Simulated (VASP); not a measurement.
# CuI (P-3m1) in VASP: relaxation of cell and atoms with r2SCAN+rVV10

Aim: the relaxation of cell and atoms of CuI with r2SCAN+rVV10.

Everything below comes from runs of VASP 6.6.1. Logs are shortened: lines on timing, memory, paths and dates and some standing lists are left out, and cuts for length are marked.

### Step 1. The cell of the first run

Symmetry: P-3m1, No. 164, trigonal system. The conventional cell has a = 4.074 Å, b = 4.074 Å, c = 7.106 Å, α = 90.00°, β = 90.00°, γ = 120.00°. Within 3.4 Å of Cu (site symmetry 3m) lie 4 I at 2.59 to 2.67 Å and 3 Cu at 2.70 Å. Within 3.4 Å of I (site symmetry 3m) lie 4 Cu at 2.59 to 2.67 Å.

### Step 2. Relaxation of cell and atoms, r2SCAN+rVV10

The input, POSCAR:

```
CuI
1.0
    4.0735749779      0.0000000000      0.0000000000
   -2.0367874890      3.5278194151      0.0000000000
    0.0000000000      0.0000000000      7.1056701109
Cu I
2 2
Direct
    0.6666666667      0.3333333333      0.5939493911
    0.3333333333      0.6666666667      0.4060506089
    0.3333333333      0.6666666667      0.7705288525
    0.6666666667      0.3333333333      0.2294711475
```

The input, INCAR.step1:

```
SYSTEM = CuI
PREC     = Accurate       ! precision mode
ENCUT    = 600            ! plane-wave cutoff, eV
ISMEAR   = -1             ! smearing method
SIGMA    = 0.02           ! smearing width, eV
LREAL    = .FALSE.        ! projectors in reciprocal space
LASPH    = .TRUE.         ! aspherical terms in the spheres
NELM     = 100            ! most SCF steps
GGA      = PE             ! functional
ALGO     = Normal         ! electronic algorithm
EDIFF    = 1E-4           ! SCF threshold, eV
LWAVE    = .TRUE.         ! write WAVECAR
LCHARG   = .FALSE.        ! write CHGCAR
```

The input, INCAR.step2:

```
SYSTEM = CuI
PREC     = Accurate       ! precision mode
ENCUT    = 600            ! plane-wave cutoff, eV
EDIFF    = 1E-6           ! SCF threshold, eV
ISMEAR   = -1             ! smearing method
SIGMA    = 0.02           ! smearing width, eV
LREAL    = .FALSE.        ! projectors in reciprocal space
LASPH    = .TRUE.         ! aspherical terms in the spheres
NELM     = 100            ! most SCF steps
ALGO     = Normal         ! electronic algorithm
ISIF     = 3              ! what is computed and relaxed
LWAVE    = .FALSE.        ! write WAVECAR
LCHARG   = .FALSE.        ! write CHGCAR
METAGGA  = R2SCAN         ! meta-GGA
LMIXTAU  = .TRUE.       
LUSE_VDW = .TRUE.       
IVDW_NL  = 2            
BPARAM   = 11.95        
CPARAM   = 0.0093       
IBRION   = 2              ! ionic algorithm
NSW      = 80             ! ionic steps
EDIFFG   = -0.005         ! ionic threshold
ISTART   = 1
```

The input, KPOINTS:

```
regular mesh
0
G
  6 6 4
  0 0 0
```

Potentials or basis: VASP PAW PBE potentials, release 64 (Cu, I).

The run is started by

```
$ cat potpaw_PBE.64/Cu/POTCAR potpaw_PBE.64/I/POTCAR > POTCAR
$ cp INCAR.step1 INCAR
$ mpirun -np 1 vasp_std > vasp.out
$ cp INCAR.step2 INCAR
$ mpirun -np 1 vasp_std > vasp.out
```

OUTCAR:

```text
SYSTEM = CuI
   PREC = Accurate
   ENCUT = 600
   EDIFF = 1E-6
   ISMEAR = -1
   LREAL = .FALSE.
   LASPH = .TRUE.
   NELM = 100
   ISIF = 3
   METAGGA = R2SCAN
   IVDW_NL = 2
   BPARAM = 11.95
   IBRION = 2
   NSW = 80
   EDIFFG = -0.005
   ISTART = 1

 ion  position               nearest neighbor table
   1  0.667  0.333  0.594-   4 2.59   3 2.67   3 2.67   3 2.67   2 2.70   2 2.70   2 2.70
   2  0.333  0.667  0.406-   3 2.59   4 2.67   4 2.67   4 2.67   1 2.70   1 2.70   1 2.70
   3  0.333  0.667  0.771-   2 2.59   1 2.67   1 2.67   1 2.67
   4  0.667  0.333  0.229-   1 2.59   2 2.67   2 2.67   2 2.67

  LATTYP: Found a hexagonal cell.
 ALAT       =     4.0735749779
 C/A-ratio  =     1.7443327174

  Lattice vectors:

 A1 = (   4.0735749779,   0.0000000000,   0.0000000000)
 A2 = (  -2.0367874890,   3.5278194151,   0.0000000000)
 A3 = (   0.0000000000,   0.0000000000,   7.1056701109)

Analysis of symmetry for initial positions (statically):
=====================================================================
 Subroutine PRICEL returns:
 Original cell was already a primitive cell.

 Routine SETGRP: Setting up the symmetry group for a
 hexagonal supercell.

 Subroutine GETGRP returns: Found 12 space group operations
 (whereof 12 operations were pure point group operations)
 out of a pool of 24 trial point group operations.

The static configuration has the point symmetry D_3d.

Analysis of symmetry for dynamics (positions and initial velocities):
=====================================================================
 Subroutine PRICEL returns:
 Original cell was already a primitive cell.

 Routine SETGRP: Setting up the symmetry group for a
 hexagonal supercell.

 Subroutine GETGRP returns: Found 12 space group operations
 (whereof 12 operations were pure point group operations)
 out of a pool of 24 trial point group operations.

The dynamic configuration has the point symmetry D_3d.

 Subroutine INISYM returns: Found 12 space group operations
 (whereof 12 operations are pure point group operations),
 and found     1 'primitive' translations

----------------------------------------------------------------------------------------

                                     Primitive cell

  volume of cell :     102.1144

  direct lattice vectors                    reciprocal lattice vectors
     4.073574978  0.000000000  0.000000000     0.245484619  0.141730611  0.000000000
    -2.036787489  3.527819415  0.000000000     0.000000000  0.283461221  0.000000000
     0.000000000  0.000000000  7.105670111     0.000000000  0.000000000  0.140732680

  length of vectors
     4.073574978  4.073574978  7.105670111     0.283461221  0.283461221  0.140732680

  position of ions in fractional coordinates (direct lattice)
     0.666666667  0.333333333  0.593949391
     0.333333333  0.666666667  0.406050609
     0.333333333  0.666666667  0.770528853
     0.666666667  0.333333333  0.229471147

  ion indices of the primitive-cell ions
   primitive index   ion index
                 1           1
                 2           2
                 3           3
                 4           4

----------------------------------------------------------------------------------------

 KPOINTS: regular mesh

Automatic generation of k-mesh.
 Grid dimensions read from file:
 generate k-points for:    6    6    4

 Generating k-lattice:

  Cartesian coordinates                     Fractional coordinates (reciprocal lattice)
     0.040914103  0.023621768  0.000000000     0.166666667  0.000000000  0.000000000
     0.000000000  0.047243537  0.000000000     0.000000000  0.166666667  0.000000000
     0.000000000  0.000000000  0.035183170     0.000000000  0.000000000  0.250000000

  Length of vectors
     0.047243537  0.047243537  0.035183170

  Shift w.r.t. Gamma in fractional coordinates (k-lattice)
     0.000000000  0.000000000  0.000000000

 Subroutine IBZKPT returns following result:
 ===========================================

 Found     24 irreducible k-points:

 Following reciprocal coordinates:
            Coordinates               Weight
  0.000000  0.000000  0.000000      1.000000
  0.166667 -0.000000  0.000000      6.000000
  0.333333 -0.000000  0.000000      6.000000
  0.500000 -0.000000  0.000000      3.000000
  0.166667  0.166667  0.000000      6.000000
  0.333333  0.166667  0.000000     12.000000
[... 16 lines left out ...]
  0.333333  0.166667  0.500000     12.000000
  0.333333  0.333333  0.500000      2.000000
   k-points           NKPTS =     24   k-points in BZ     NKDIM =     24   number of bands    NBANDS=     22
   number of dos      NEDOS =    301   number of ions     NIONS =      4
   total plane-waves  NPLWV =  77760
   dimension x,y,z NGX =    36 NGY =   36 NGZ =   60
   dimension x,y,z NGXF=    72 NGYF=   72 NGZF=  120
   ions per type =               2   2
   NGX,Y,Z   is equivalent  to a cutoff of  14.69, 14.69, 14.04 a.u.
   NGXF,Y,Z  is equivalent  to a cutoff of  29.38, 29.38, 28.08 a.u.
 SYSTEM =  CuI
   PREC   = accura    normal or accurate (medium, high low for compatibility)
   ISTART =      1    job   : 0-new  1-cont  2-samecut
   ICHARG =      0    charge: 1-file 2-atom 10-const
   ISPIN  =      1    spin polarized calculation?
   LNONCOLLINEAR =      F non collinear calculations
   LSORBIT =      F    spin-orbit coupling
   LASPH  =      T    aspherical Exc in radial PAW
   ENCUT  =  600.0 eV  44.10 Ry    6.64 a.u.   8.14  8.14 14.19*2*pi/ulx,y,z
   NELM   =    100;   NELMIN=  2; NELMDL=  0     # of ELM steps
   EDIFF  = 0.1E-05   stopping-criterion for ELM
   LREAL  =      F    real-space projection
   EDIFFG = -.5E-02   stopping-criterion for IOM
   NSW    =     80    number of steps for IOM
   IBRION =      2    ionic relax: 0-MD 1-quasi-New 2-CG
   NFREE  =      1    steps in history (QN), initial steepest desc. (CG)
   ISIF   =      3    stress and relaxation
   ISYM   =      2    0-nonsym 1-usesym 2-fastsym
   POTIM  = 0.5000    time-step for ionic-motion
   TEBEG  =    0.0;   TEEND  =   0.0 temperature during run
   PSTRESS=    0.0 pullay stress
   NELECT =      36.0000    total number of electrons
   NUPDOWN=      -1.0000    fix difference up-down
   EMIN   =  10.00;   EMAX   =-10.00  energy-range for DOS
   EFERMI =   0.00;   METHOD = LEGACY
   ISMEAR =    -1;   SIGMA  =   0.02  broadening in eV -4-tet -1-fermi 0-gaus
   EFERMI_NEDOS =   21; number of points for ismear=-14 and -15
   IALGO  =     38    algorithm
   IMIX   =      4    mixing-type and parameters
     AMIX     =   0.40;   BMIX     =  1.00
     AMIX_MAG =   1.60;   BMIX_MAG =  1.00
  volume/ion in A,a.u.               =      25.53       172.28
  Fermi-wavevector in a.u.,A,eV,Ry     =   1.156503  2.185473 18.197770  1.337498
  Thomas-Fermi vector in A             =   2.293122
   LORBIT       =      0    0 simple, 1 ext, 2 COOP (PROOUT), +10 PAW based schemes
   METAGGA = R2SCAN    functional components
   LHFCALC =     F    Hartree Fock is set to
   AEXX    =    0.0000 exact exchange contribution
   IVDW_NL    =     2    kernel type
   BPARAM     =11.9500
   IVDW    =     0    specifies the selected vdW correction
   LEPSILON=     F    determine dielectric tensor
   LRPA    =     F    only Hartree local field effects (RPA)
 conjugate gradient relaxation of ions
 non-spin polarized calculation
  energy-cutoff  :      600.00
  volume of cell :      102.11
 maximum number of plane-waves:      3426
 NGX is ok and might be reduce to    36
   NGX = 17   NGY = 17   NGZ = 29

--------------------------------------- Ionic step        1  -------------------------------------------

 number of electron      36.0000014 magnetization

 Free energy of the ion-electron system (eV)
  ---------------------------------------------------
  ext. energy  EPLUGINS =         0.00000000
  ---------------------------------------------------
  free energy    TOTEN  =       -70.51138222 eV

  energy without entropy =      -70.51138222  energy(sigma->0) =      -70.51138222

 E-fermi :   5.1892     XC(G=0):  -9.9467

 val. band max:        4.7672021319   @ k =   0.0000   0.0000   0.0000
 cond. band min:       6.8155955283   @ k =   0.0000   0.0000   0.0000
 fundamental gap:      2.0483933964
 Fermi energy:         5.1891546885

 k-point     1 :       0.0000    0.0000    0.0000
  band No.  band energies     occupation
      1      -9.6424      2.00000
      2      -8.9700      2.00000
      3      -1.3876      2.00000
      4       0.9264      2.00000
      5       1.2496      2.00000
      6       1.2497      2.00000
[... 696 lines left out ...]
  FREE ENERGIE OF THE ION-ELECTRON SYSTEM (eV)
  ---------------------------------------------------
  free  energy   TOTEN  =       -70.5163352924 eV

  energy  without entropy=      -70.5163352924  energy(sigma->0) =      -70.51633529

[... ionic steps 4 to 13 ...]

--------------------------------------- Ionic step       14  -------------------------------------------

 number of electron      36.0000012 magnetization

------------------------ aborting loop because EDIFF is reached ----------------------------------------

  FORCE on cell =-STRESS in cart. coord.  units (eV):
  Direction    XX          YY          ZZ          XY          YZ          ZX
  --------------------------------------------------------------------------------------
  -------------------------------------------------------------------------------------
  Total       -0.0080495     -0.0080495      0.0270176      0.0000000      0.0000000     -0.0000000
  in kB       -0.1224135     -0.1224135      0.4108737      0.0000000      0.0000000     -0.0000000
  external PRESSURE =       0.0553489 kB  Pullay stress =       0.0000000 kB
[... 61 lines left out ...]
  energy  without entropy=      -70.5208426357  energy(sigma->0) =      -70.52084264

--------------------------------------- Ionic step       16  -------------------------------------------

 number of electron      36.0000006 magnetization

 Free energy of the ion-electron system (eV)
  ---------------------------------------------------
  ext. energy  EPLUGINS =         0.00000000
  ---------------------------------------------------
  free energy    TOTEN  =       -70.52085664 eV

  energy without entropy =      -70.52085664  energy(sigma->0) =      -70.52085664

 E-fermi :   4.8375     XC(G=0):  -9.7663

 val. band max:        4.4402670290   @ k =   0.0000   0.0000   0.0000
 cond. band min:       6.5181705046   @ k =   0.0000   0.0000   0.0000
 fundamental gap:      2.0779034756
 Fermi energy:         4.8374539660

 k-point     1 :       0.0000    0.0000    0.0000
  band No.  band energies     occupation
      1      -9.8789      2.00000
      2      -9.2703      2.00000
      3      -1.5495      2.00000
      4       0.5898      2.00000
      5       0.9434      2.00000
      6       0.9435      2.00000
[... 620 lines left out ...]
  FREE ENERGIE OF THE ION-ELECTRON SYSTEM (eV)
  ---------------------------------------------------
  free  energy   TOTEN  =       -70.5208566449 eV

  energy  without entropy=      -70.5208566449  energy(sigma->0) =      -70.52085664

 reached required accuracy - stopping structural energy minimisation
```

Wall time 45 min (1 thread of Intel Xeon Platinum 8488C (Sapphire Rapids), shared host); peak memory 0.6 GiB.

Results:

```yaml
Free_energy: -70.5209 eV
Relaxed_volume: 26.33 Å³/atom
Relaxed_cell: a = 4.106 Å, b = 4.106 Å, c = 7.214 Å, α = 90.00°, β = 90.00°, γ = 120.00°
Space_group_after_relaxing_to_0.1_Å: P-3m1 (No. 164)
Energy_gained_by_relaxing: 2.4 meV/atom
Ionic_steps: 16
Pressure_after_relaxing: 0.0 GPa
Band_gap_on_the_k_mesh: 2.08 eV
```

Forces on the atoms (eV/Å):
```
Cu   0.000  0.000  0.001
Cu   0.000  0.000 -0.001
I    0.000  0.000 -0.002
I    0.000  0.000  0.002
```

The path:
```csv
step,energy change (eV),largest force (eV/Å),pressure (GPa),volume (Å³)
1,0.0000,0.1181,0.52,102.11
2,-0.0042,0.1326,0.09,103.34
3,-0.0050,0.1417,-0.33,104.23
4,-0.0049,0.1388,-0.09,103.94
5,-0.0050,0.1402,-0.17,104.06
6,-0.0067,0.0467,0.10,104.10
7,-0.0068,0.0402,0.15,104.11
8,-0.0082,0.0237,0.11,104.49
9,-0.0092,0.0079,0.06,104.97
10,-0.0085,0.0416,-0.01,105.94
11,-0.0094,0.0136,0.06,105.26
12,-0.0094,0.0147,-0.10,105.43
13,-0.0094,0.0130,-0.01,105.36
14,-0.0094,0.0121,0.01,105.35
15,-0.0095,0.0029,0.00,105.34
16,-0.0095,0.0023,0.01,105.33
```

Final structure:
```yaml
crystal:
  lattice:
    - [4.10603, 0.00000, 0.00000]
    - [-2.05302, 3.55593, 0.00000]
    - [0.00000, 0.00000, 7.21436]
  atoms:
    - { symbol: Cu, position: [0.66667, 0.33333, 0.59347] }
    - { symbol: Cu, position: [0.33333, 0.66667, 0.40653] }
    - { symbol: I, position: [0.33333, 0.66667, 0.76421] }
    - { symbol: I, position: [0.66667, 0.33333, 0.23579] }
```

Levels at points of the mesh, in eV from the valence-band top:
| k point | band 14 | band 15 | band 16 | band 17 | band 18 | band 19 | band 20 | band 21 | band 22 |
| --- | --- | --- | --- | --- | --- | --- | --- | --- | --- |
| (0.00, 0.00, 0.00) | -0.41 | -0.41 | -0.31 | 0.00 | 0.00 | 2.08 | 3.46 | 5.23 | 6.14 |
| (0.50, 0.00, 0.00) | -1.39 | -1.31 | -1.28 | -1.24 | -0.17 | 3.39 | 3.51 | 4.12 | 5.58 |
| (0.00, 0.00, 0.50) | -0.94 | -0.32 | -0.32 | -0.13 | -0.13 | 3.52 | 3.53 | 4.95 | 5.88 |
| (0.50, 0.00, 0.50) | -1.40 | -1.37 | -1.22 | -1.05 | -0.37 | 2.85 | 3.15 | 4.01 | 5.13 |

Caveat: the PAW data sets were made with another functional, which shifts forces and pressure a little; spin-orbit coupling is left out, which moves the levels of the heavy elements.
